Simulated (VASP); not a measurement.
# AlRu (P4/mmm) in VASP: a series of runs

AlRu is run at these levels: PBE; tasks: single point.

Everything below comes from runs of VASP 6.6.1. Logs are shortened: lines on timing, memory, paths and dates and some standing lists are left out, and cuts for length are marked.

### 1 The cell of the first run

It takes space group P4/mmm (No. 123, tetragonal). Conventional cell: a = 2.914 Å, b = 2.914 Å, c = 2.959 Å, α = 90.00°, β = 90.00°, γ = 90.00°. Al (site symmetry 4/mmm) has 8 Ru at 2.54 Å and 6 Al at 2.91 to 2.96 Å within 3.3 Å. Within 3.3 Å of Ru (site symmetry 4/mmm) lie 8 Al at 2.54 Å and 6 Ru at 2.91 to 2.96 Å.

### 2 Single point, PBE (strain -0.030 along x and y, -0.015 along z)

INCAR reads:

```
PREC     = Accurate       # precision mode
ENCUT    = 520            # plane-wave cutoff, eV
EDIFF    = 1E-6           # SCF threshold, eV
ISMEAR   = 0              # smearing method
SIGMA    = 0.15           # smearing width, eV
LREAL    = False          # projectors in reciprocal space
LASPH    = True           # aspherical terms in the spheres
NELM     = 60             # most SCF steps
ALGO     = Fast           # electronic algorithm
ISIF     = 2              # what is computed and relaxed
LWAVE    = False          # write WAVECAR
LCHARG   = True           # write CHGCAR
GGA      = PE             # functional
LELF     = True           # ELF
LVHAR    = True         
NBANDS   = 16             # bands
```

KPOINTS reads:

```
regular mesh
0
Gamma
  20 20 20
```

POSCAR reads:

```
AlRu
1.0
    2.9139621829      0.0000000000      0.0000000000
    0.0000000000      2.9139621829      0.0000000000
    0.0000000000      0.0000000000      2.9590234537
Al Ru
1 1
Direct
    0.0000000000      0.0000000000      0.0000000000
    0.5000000000      0.5000000000      0.5000000000
```

Potentials or basis: VASP PAW PBE potentials, release 64 (Al, Ru_pv).

Launch:

```
cat potpaw_PBE.64/Al/POTCAR potpaw_PBE.64/Ru_pv/POTCAR > POTCAR
mpirun -np 1 vasp_std > vasp.out
```

OUTCAR:

```text
PREC = Accurate
   ENCUT = 520
   EDIFF = 1E-6
   ISMEAR = 0
   LREAL = False
   LASPH = True
   NELM = 60
   ISIF = 2
   GGA = PE

 ion  position               nearest neighbor table
   1  0.000  0.000  0.000-   2 2.54   2 2.54   2 2.54   2 2.54   2 2.54   2 2.54   2 2.54   2 2.54

   2  0.500  0.500  0.500-   1 2.54   1 2.54   1 2.54   1 2.54   1 2.54   1 2.54   1 2.54   1 2.54

  LATTYP: Found a simple tetragonal cell.
 ALAT       =     2.9139621829
 C/A-ratio  =     1.0154639175

  Lattice vectors:

 A1 = (   2.9139621829,   0.0000000000,   0.0000000000)
 A2 = (   0.0000000000,   2.9139621829,   0.0000000000)
 A3 = (   0.0000000000,   0.0000000000,   2.9590234537)

Analysis of symmetry for initial positions (statically):
=====================================================================
 Subroutine PRICEL returns:
 Original cell was already a primitive cell.

 Routine SETGRP: Setting up the symmetry group for a
 simple tetragonal supercell.

 Subroutine GETGRP returns: Found 16 space group operations
 (whereof 16 operations were pure point group operations)
 out of a pool of 16 trial point group operations.

The static configuration has the point symmetry D_4h.

Analysis of symmetry for dynamics (positions and initial velocities):
=====================================================================
 Subroutine PRICEL returns:
 Original cell was already a primitive cell.

 Routine SETGRP: Setting up the symmetry group for a
 simple tetragonal supercell.

 Subroutine GETGRP returns: Found 16 space group operations
 (whereof 16 operations were pure point group operations)
 out of a pool of 16 trial point group operations.

The dynamic configuration has the point symmetry D_4h.

 Subroutine INISYM returns: Found 16 space group operations
 (whereof 16 operations are pure point group operations),
 and found     1 'primitive' translations

----------------------------------------------------------------------------------------

                                     Primitive cell

  volume of cell :      25.1256

  direct lattice vectors                    reciprocal lattice vectors
     2.913962183  0.000000000  0.000000000     0.343175353  0.000000000  0.000000000
     0.000000000  2.913962183  0.000000000     0.000000000  0.343175353  0.000000000
     0.000000000  0.000000000  2.959023454     0.000000000  0.000000000  0.337949332

  length of vectors
     2.913962183  2.913962183  2.959023454     0.343175353  0.343175353  0.337949332

  position of ions in fractional coordinates (direct lattice)
     0.000000000  0.000000000  0.000000000
     0.500000000  0.500000000  0.500000000

  ion indices of the primitive-cell ions
   primitive index   ion index
                 1           1
                 2           2

----------------------------------------------------------------------------------------

 KPOINTS: regular mesh

Automatic generation of k-mesh.
 Grid dimensions read from file:
 generate k-points for:   20   20   20

 Generating k-lattice:

  Cartesian coordinates                     Fractional coordinates (reciprocal lattice)
     0.017158768  0.000000000  0.000000000     0.050000000  0.000000000  0.000000000
     0.000000000  0.017158768  0.000000000     0.000000000  0.050000000  0.000000000
     0.000000000  0.000000000  0.016897467     0.000000000  0.000000000  0.050000000

  Length of vectors
     0.017158768  0.017158768  0.016897467

  Shift w.r.t. Gamma in fractional coordinates (k-lattice)
     0.000000000  0.000000000  0.000000000

 Subroutine IBZKPT returns following result:
 ===========================================

 Found    726 irreducible k-points:

 Following reciprocal coordinates:
            Coordinates               Weight
  0.000000  0.000000  0.000000      1.000000
  0.050000  0.000000  0.000000      4.000000
  0.100000  0.000000  0.000000      4.000000
  0.150000  0.000000  0.000000      4.000000
  0.200000  0.000000  0.000000      4.000000
  0.250000  0.000000  0.000000      4.000000
[... 16 lines left out ...]
  0.150000  0.100000  0.000000      8.000000
  0.200000  0.100000  0.000000      8.000000
 [... further k-points ...]
   k-points           NKPTS =    726   k-points in BZ     NKDIM =    726   number of bands    NBANDS=     16
   number of dos      NEDOS =    301   number of ions     NIONS =      2
   total plane-waves  NPLWV =  13824
   dimension x,y,z NGX =    24 NGY =   24 NGZ =   24
   dimension x,y,z NGXF=    48 NGYF=   48 NGZF=   48
   ions per type =               1   1
   NGX,Y,Z   is equivalent  to a cutoff of  13.69, 13.69, 13.48 a.u.
   NGXF,Y,Z  is equivalent  to a cutoff of  27.38, 27.38, 26.97 a.u.
 SYSTEM =  unknown system
   PREC   = accura    normal or accurate (medium, high low for compatibility)
   ISTART =      0    job   : 0-new  1-cont  2-samecut
   ICHARG =      2    charge: 1-file 2-atom 10-const
   ISPIN  =      1    spin polarized calculation?
   LNONCOLLINEAR =      F non collinear calculations
   LSORBIT =      F    spin-orbit coupling
   LASPH  =      T    aspherical Exc in radial PAW
   ENCUT  =  520.0 eV  38.22 Ry    6.18 a.u.   5.42  5.42  5.50*2*pi/ulx,y,z
   NELM   =     60;   NELMIN=  2; NELMDL= -5     # of ELM steps
   EDIFF  = 0.1E-05   stopping-criterion for ELM
   LREAL  =      F    real-space projection
   EDIFFG = 0.1E-04   stopping-criterion for IOM
   NSW    =      0    number of steps for IOM
   IBRION =     -1    ionic relax: 0-MD 1-quasi-New 2-CG
   NFREE  =      0    steps in history (QN), initial steepest desc. (CG)
   ISIF   =      2    stress and relaxation
   ISYM   =      2    0-nonsym 1-usesym 2-fastsym
   POTIM  = 0.5000    time-step for ionic-motion
   TEBEG  =    0.0;   TEEND  =   0.0 temperature during run
   PSTRESS=    0.0 pullay stress
   NELECT =      17.0000    total number of electrons
   NUPDOWN=      -1.0000    fix difference up-down
   EMIN   =  10.00;   EMAX   =-10.00  energy-range for DOS
   EFERMI =   0.00;   METHOD = LEGACY
   ISMEAR =     0;   SIGMA  =   0.15  broadening in eV -4-tet -1-fermi 0-gaus
   EFERMI_NEDOS =   21; number of points for ismear=-14 and -15
   IALGO  =     68    algorithm
   IMIX   =      4    mixing-type and parameters
     AMIX     =   0.40;   BMIX     =  1.00
     AMIX_MAG =   1.60;   BMIX_MAG =  1.00
  volume/ion in A,a.u.               =      12.56        84.78
  Fermi-wavevector in a.u.,A,eV,Ry     =   1.437206  2.715926 28.103670  2.065561
  Thomas-Fermi vector in A             =   2.556309
   LORBIT       =      0    0 simple, 1 ext, 2 COOP (PROOUT), +10 PAW based schemes
   GGA     = PE    functional components
   LHFCALC =     F    Hartree Fock is set to
   AEXX    =    0.0000 exact exchange contribution
   IVDW    =     0    specifies the selected vdW correction
   LEPSILON=     F    determine dielectric tensor
   LRPA    =     F    only Hartree local field effects (RPA)
 non-spin polarized calculation
 RMM-DIIS sequential band-by-band and
 Gauss-broadening in eV      SIGMA  =   0.15
  energy-cutoff  :      520.00
  volume of cell :       25.13
 maximum number of plane-waves:       707
 NGX is ok and might be reduce to    24
   NGX = 11   NGY = 11   NGZ = 11

 number of electron      17.0000002 magnetization

 Free energy of the ion-electron system (eV)
  ---------------------------------------------------
  ext. energy  EPLUGINS =         0.00000000
  ---------------------------------------------------
  free energy    TOTEN  =       -14.15868455 eV

  energy without entropy =      -14.14165528  energy(sigma->0) =      -14.15016991

 E-fermi :  11.6375     XC(G=0): -12.8957

 val. band max:       11.6297942863   @ k =   0.5000   0.1500   0.0000
 cond. band min:      11.6380132551   @ k =   0.1000   0.1000   0.0000
 fundamental gap:      0.0082189688
 Fermi energy:        11.6374552464

 k-point     1 :       0.0000    0.0000    0.0000
  band No.  band energies     occupation
      1     -30.1614      2.00000
      2     -30.1395      2.00000
      3     -30.1395      2.00000
      4       1.5897      2.00000
      5       7.7083      2.00000
      6       7.7173      2.00000
[... 8 lines left out ...]
     15      23.7535      0.00000
     16      28.0039      0.00000

 k-point     2 :       0.0500    0.0000    0.0000
  band No.  band energies     occupation
      1     -30.1608      2.00000
      2     -30.1464      2.00000
      3     -30.1389      2.00000
      4       1.6411      2.00000
      5       7.7284      2.00000
      6       7.7388      2.00000
[... 8 lines left out ...]
     15      23.7536      0.00000
     16      28.1602      0.00000

 k-point     3 :       0.1000    0.0000    0.0000
  band No.  band energies     occupation
      1     -30.1665      2.00000
      2     -30.1591      2.00000
      3     -30.1372      2.00000
      4       1.7942      2.00000
      5       7.7851      2.00000
      6       7.7987      2.00000
[... 8 lines left out ...]
     15      23.7559      0.00000
     16      28.6400      0.00000

 k-point     4 :       0.1500    0.0000    0.0000
  band No.  band energies     occupation
      1     -30.1977      2.00000
      2     -30.1564      2.00000
      3     -30.1346      2.00000
      4       2.0449      2.00000
      5       7.8744      2.00000
      6       7.8765      2.00000
[... 8 lines left out ...]
     15      24.2118      0.00000
     16      29.4513      0.00000
[... 324 lines left out ...]
 k-point    22 :       0.1000    0.1000    0.0000
  band No.  band energies     occupation
      1     -30.1654      2.00000
      2     -30.1629      2.00000
      3     -30.1567      2.00000
      4       1.9956      2.00000
      5       7.8586      2.00000
      6       7.8887      2.00000
[... 8 lines left out ...]
     15      24.0251      0.00000
     16      29.1437      0.00000

 k-point    23 :       0.1500    0.1000    0.0000
  band No.  band energies     occupation
      1     -30.1953      2.00000
      2     -30.1613      2.00000
      3     -30.1540      2.00000
      4       2.2421      2.00000
      5       7.9361      2.00000
      6       7.9837      2.00000
[... 8 lines left out ...]
     15      24.5824      0.00000
     16      29.7121      0.00000

 k-point    24 :       0.2000    0.1000    0.0000
  band No.  band energies     occupation
      1     -30.2342      2.00000
      2     -30.1578      2.00000
      3     -30.1506      2.00000
      4       2.5778      2.00000
      5       8.0056      2.00000
      6       8.0918      2.00000
[... 8 lines left out ...]
     15      25.1629      0.00000
     16      29.1166      0.00000

 [... further k-points ...]

------------------------ aborting loop because EDIFF is reached ----------------------------------------

  FORCE on cell =-STRESS in cart. coord.  units (eV):
  Direction    XX          YY          ZZ          XY          YZ          ZX
  --------------------------------------------------------------------------------------
  -------------------------------------------------------------------------------------
  Total        3.0192513      3.0192513      2.5251904      0.0000000     -0.0000000      0.0000000
  in kB      192.5278723    192.5278723    161.0232127      0.0000000     -0.0000000      0.0000000
  external PRESSURE =     182.0263191 kB  Pullay stress =       0.0000000 kB

 VOLUME and BASIS-vectors are now :
 -----------------------------------------------------------------------------
  energy-cutoff  :      520.00
  volume of cell :       25.13
      direct lattice vectors                 reciprocal lattice vectors
     2.913962183  0.000000000  0.000000000     0.343175353  0.000000000  0.000000000
     0.000000000  2.913962183  0.000000000     0.000000000  0.343175353  0.000000000
     0.000000000  0.000000000  2.959023454     0.000000000  0.000000000  0.337949332

 POSITION                                       TOTAL-FORCE (eV/Angst)
 -----------------------------------------------------------------------------------
      0.00000      0.00000      0.00000         0.000000      0.000000      0.000000
      1.45698      1.45698      1.47951         0.000000      0.000000      0.000000
 -----------------------------------------------------------------------------------
    total drift:                                0.000000     -0.000000     -0.000000

  FREE ENERGIE OF THE ION-ELECTRON SYSTEM (eV)
  ---------------------------------------------------
  free  energy   TOTEN  =       -14.1586845527 eV

  energy  without entropy=      -14.1416552771  energy(sigma->0) =      -14.15016991
```

It took 10 min on 1 thread of AMD EPYC 7R13, shared host; peak memory 0.35 GiB.

Results:

```yaml
Free_energy: -14.1587 eV
Pressure: 18.2 GPa
```

Stress tensor (GPa, compression positive):
```
19.25  0.00  0.00
 0.00 19.25  0.00
 0.00  0.00 16.10
```

Levels at points of the mesh, in eV from the Fermi level:
| k point | band 7 | band 8 | band 9 | band 10 | band 11 | band 12 |
| --- | --- | --- | --- | --- | --- | --- |
| (0.00, 0.00, 0.00) | 0.17 | 0.17 | 0.27 | 6.08 | 6.56 | 6.56 |
| (0.50, 0.00, 0.00) | -1.87 | -1.68 | 0.46 | 2.64 | 7.39 | 11.10 |
| (0.50, 0.50, 0.00) | -1.39 | -1.34 | -1.34 | 1.77 | 5.90 | 6.98 |
| (0.00, 0.00, 0.50) | -1.67 | -1.67 | 0.53 | 2.35 | 7.42 | 11.51 |
| (0.50, 0.00, 0.50) | -1.37 | -1.27 | -1.21 | 1.66 | 5.69 | 6.87 |
| (0.50, 0.50, 0.50) | 1.74 | 1.87 | 2.98 | 4.23 | 4.34 | 4.34 |

Caveat: the cell differs from its parent crystal (strain -0.030 along x and y, -0.015 along z).

### 3 Single point, PBE (strain -0.030 along x and y, +0.000 along z)

INCAR reads:

```
SYSTEM = AlRu
ALGO     = Fast           ! electronic algorithm
EDIFF    = 1E-6           ! SCF threshold, eV
ENCUT    = 520            ! plane-wave cutoff, eV
GGA      = PE             ! functional
ISIF     = 2              ! what is computed and relaxed
ISMEAR   = 0              ! smearing method
LASPH    = .TRUE.         ! aspherical terms in the spheres
LCHARG   = .FALSE.        ! write CHGCAR
LREAL    = .FALSE.        ! projectors in reciprocal space
LWAVE    = .FALSE.        ! write WAVECAR
NBANDS   = 16             ! bands
NELM     = 60             ! most SCF steps
PREC     = Accurate       ! precision mode
SIGMA    = 0.15           ! smearing width, eV
```

KPOINTS reads:

```
k-points
0
G
  20 20 20
  0 0 0
```

POSCAR: that of step 2 with these lines changed.

```diff
@@ -4,3 +4,3 @@
     0.0000000000      2.9139621829      0.0000000000
-    0.0000000000      0.0000000000      2.9590234537
+    0.0000000000      0.0000000000      3.0040847246
 Al Ru
```

Potentials or basis: VASP PAW PBE potentials, release 64 (Al, Ru_pv).

Launch:

```
cat potpaw_PBE.64/Al/POTCAR potpaw_PBE.64/Ru_pv/POTCAR > POTCAR
mpirun -np 1 vasp_std > vasp.out
```

Wall time 9.1 min (1 thread of AMD EPYC 7R13, shared host); peak memory 0.35 GiB.

The run converged. Its results:

- Free energy: -14.1904 eV
- Pressure: 14.2 GPa

Stress tensor (GPa, compression positive):
```
16.23  0.00  0.00
 0.00 16.23  0.00
 0.00  0.00 10.28
```

Levels at points of the mesh, in eV from the Fermi level:
```csv
k point,band 5,band 6,band 7,band 8,band 9,band 10,band 11,band 12,band 13,band 14
"(0.00, 0.00, 0.00)",-3.85,-3.83,0.13,0.13,0.33,5.69,6.64,6.64,11.19,11.30
"(0.50, 0.00, 0.00)",-5.46,-2.94,-1.97,-1.59,0.43,2.66,7.39,10.76,11.56,13.07
"(0.50, 0.50, 0.00)",-3.18,-1.46,-1.46,-1.28,-1.28,1.80,5.93,6.87,10.51,12.11
"(0.00, 0.00, 0.50)",-5.80,-3.06,-1.57,-1.57,0.56,2.10,7.44,11.56,11.56,13.42
"(0.50, 0.00, 0.50)",-3.30,-1.57,-1.34,-1.22,-1.11,1.57,5.52,6.66,11.24,12.11
"(0.50, 0.50, 0.50)",-4.89,-4.89,1.64,1.88,2.88,4.12,4.33,4.33,8.84,8.84
```

Caveat: the cell differs from its parent crystal (strain -0.030 along x and y, +0.000 along z).

(Part 1 of 2 ends here.)
